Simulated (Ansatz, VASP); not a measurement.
MoS2 in VASP and in Ansatz

```
Mo S
1.0
     0.00000    0.00000    6.12471
     3.14118    5.44069    0.00000
    -6.28237    0.00000    0.00000
Mo S
4 8
Direct
  0.50000 0.00000 0.50000
  0.50000 0.00000 0.00000
  0.50000 0.50000 0.50000
  0.50000 0.50000 0.00000
  0.19208 0.33333 0.66667
  0.24106 0.33333 0.16667
  0.24106 0.83333 0.66667
  0.24106 0.83333 0.16667
  0.75894 0.16667 0.33333
  0.75894 0.16667 0.83333
  0.75894 0.66667 0.33333
  0.75894 0.66667 0.83333
```

Alike in both runs: task single point; functional PBEsol; k mesh 8 × 12 × 12; occupations gaussian, width 0.15 eV; no spin polarisation.

```csv
,VASP,Ansatz
version,VASP 6.6.1,Ansatz 0.2.0
potentials or method,"VASP PAW PBE potentials, release 64 (Mo_sv, S), cutoff 520 eV","scalar-relativistic, plane waves, PAW"
valence electrons in the cell,104,104
```

```tsv
	VASP	Ansatz	Ansatz less VASP
gap on the k mesh at the Fermi level (eV)	none	none	-
pressure (GPa)	-2.7	-2.7	-0.01
traceless stress, the component that is largest in VASP (GPa)	-1.72	-1.74	-0.019
rms of the force components (eV/Å)	0.520	0.519	-0.0006
```

VASP's potentials were made for PBE, not for PBEsol. Atom by atom the forces differ by 0.002 eV/Å (rms over components). A gap of «none» marks a metal or a gap that the smearing closes.
